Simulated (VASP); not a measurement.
Runs of VASP 6.6.1 on ZrB. The structure is that of space group Fm-3m (No. 225), or close to it. The cells are those of the table. 

```csv
cell,gap on the mesh (eV),pressure (GPa)
"a = 3.264, b = 3.264, c = 3.189 Å, angles 60.8, 60.8, 58.5°, 2 atoms",none,49.5
"a = 3.337 Å, angles 60.0°, 2 atoms",none,23.2
"a = 3.288, b = 3.288, c = 3.239 Å, angles 60.5, 60.5, 59.0°, 2 atoms",none,39.7
"a = 3.362, b = 3.362, c = 3.387 Å, angles 59.8, 59.8, 60.5°, 2 atoms",none,(a)
"a = 3.313, b = 3.313, c = 3.288 Å, angles 60.2, 60.2, 59.5°, 2 atoms",none,(b)
```

Alike in all rows: task single point; level PBE; potentials or basis VASP PAW PBE potentials, release 64 (Zr_sv, B); no spin polarisation; k mesh 18 × 18 × 18; cutoff (eV) 520; smearing gaussian 0.15 eV.

Estimate the missing entries.

(a) 16.4; (b) 30.9.

A k mesh can miss the band edges, and the runs leave out spin-orbit coupling on Zr.

A gap of «none» marks levels without a gap at the run's occupations.
